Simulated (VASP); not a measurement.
Crystal: GaAs.

```
CELL_PARAMETERS angstrom
-1.88077 1.88077 3.02585
1.88077 -1.88077 3.02585
1.88077 1.88077 -3.02585
ATOMIC_POSITIONS crystal
Ga 0.00000 0.00000 0.00000
As 0.50000 0.50000 0.00000
```

| Item | Value |
| --- | --- |
| Program | VASP 6.6.1 |
| Task | relaxation of cell and atoms |
| Functional | PBE |
| Potentials or basis | VASP PAW PBE potentials, release 64 (Ga_d, As) |
| Cutoff | 600 eV |
| k mesh | 20 × 20 × 20 |
| Occupations | gaussian, width 0.1 eV |
| Spin | no spin polarisation |

At the start: pressure -3.3 GPa; volume 21.41 Å³/atom.

Task: How do energy, volume and symmetry change on relaxing?

Result: Over 12 steps the energy falls by 66.5 meV/atom and the volume is 19.62 Å³/atom (-8.4 %); space group Fm-3m (No. 225, to 0.05 Å).

Step by step:
| step | energy change (eV) | largest force (eV/Å) | pressure (GPa) | volume (Å³) |
| --- | --- | --- | --- | --- |
| 1 | 0.0000 | 0.0000 | -3.30 | 42.81 |
| 2 | -0.0796 | 0.0000 | -0.45 | 40.12 |
| 3 | -0.0991 | 0.0000 | 1.74 | 38.65 |
| 4 | -0.1003 | 0.0000 | 2.50 | 38.22 |
| 5 | -0.1289 | 0.0000 | 1.55 | 38.46 |
| 6 | -0.1291 | 0.0000 | 1.56 | 38.44 |
| 7 | -0.1323 | 0.0000 | -0.62 | 39.60 |
| 8 | -0.1331 | 0.0000 | 0.04 | 39.24 |
| 9 | -0.1331 | 0.0000 | -0.05 | 39.26 |
| 10 | -0.1331 | 0.0000 | 0.05 | 39.22 |
| 11 | -0.1331 | 0.0000 | 0.07 | 39.22 |
| 12 | -0.1331 | 0.0000 | -0.04 | 39.23 |

Final structure:
```
Ga As
1.0
    -1.90707    1.90707    2.69692
     1.90707   -1.90707    2.69692
     1.90707    1.90707   -2.69692
Ga As
1 1
Direct
  0.00000 0.00000 0.00000
  0.50000 0.50000 0.00000
```
